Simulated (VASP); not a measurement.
**Al3Ga2As5: single point with PBE**

The system is Al3Ga2As5.

```
Al Ga As
1.0
    -4.05622    0.00000    0.00000
     0.00000    0.00000    5.73353
     2.02811   10.14163   -2.86677
Al Ga As
3 2 5
Direct
  0.00000 0.00013 0.00000
  0.79988 0.79972 0.59977
  0.20011 0.19995 0.40023
  0.59999 0.60006 0.19999
  0.40001 0.40007 0.80001
  0.10007 0.34848 0.20015
  0.50000 0.75147 0.00000
  0.89993 0.14833 0.79985
  0.29975 0.55065 0.59950
  0.70025 0.95114 0.40049
```

```yaml
Program: VASP 6.6.1
Task: single point
Functional: PBE
Potentials_or_basis: VASP PAW PBE potentials, release 64 (Al, Ga_d, As)
Cutoff: 500 eV
k_mesh: 4 × 4 × 4
Occupations: gaussian, width 0.1 eV
Spin: no spin polarisation
```

```yaml
Pressure: 0.2 GPa
Largest_force: 0.018 eV/Å
Band_gap_on_the_k_mesh: 1.08 eV
```

Forces on the atoms (eV/Å):
```
Al   0.000  0.000 -0.008
Al   0.000  0.004 -0.007
Al   0.000 -0.004 -0.007
Ga   0.000  0.000 -0.007
Ga   0.000  0.000 -0.007
As   0.000  0.002 -0.003
As   0.000  0.000  0.018
As   0.000 -0.002 -0.003
As   0.000 -0.002  0.012
As   0.000  0.002  0.012
```

Stress tensor (GPa, compression positive):
```
 0.66  0.00  0.00
 0.00  0.04  0.00
 0.00  0.00 -0.11
```

Levels at points of the mesh, in eV from the valence-band top:
```tsv
k point	band 26	band 27	band 28	band 29	band 30	band 31	band 32	band 33	band 34	band 35
(0.00, 0.00, 0.00)	-0.67	-0.56	-0.03	-0.01	0.00	1.08	1.96	2.10	2.92	3.32
(0.50, 0.00, 0.00)	-2.26	-2.23	-2.23	-1.35	-1.31	1.51	1.83	2.32	2.38	2.82
(0.00, 0.50, 0.00)	-1.30	-1.10	-1.10	-0.91	-0.89	1.37	2.18	2.43	2.70	2.78
(0.50, 0.50, 0.00)	-2.36	-1.38	-1.37	-0.91	-0.91	1.45	2.96	3.02	4.11	4.12
(0.00, 0.00, 0.50)	-1.37	-0.80	-0.75	-0.17	-0.08	1.51	1.82	2.42	2.59	2.77
```

Wall time 4.2 min on 1 thread of Oxide Virtual Turin-like Processor, with other jobs on the host, peak memory 0.35 GiB.

A k mesh can miss the band edges.
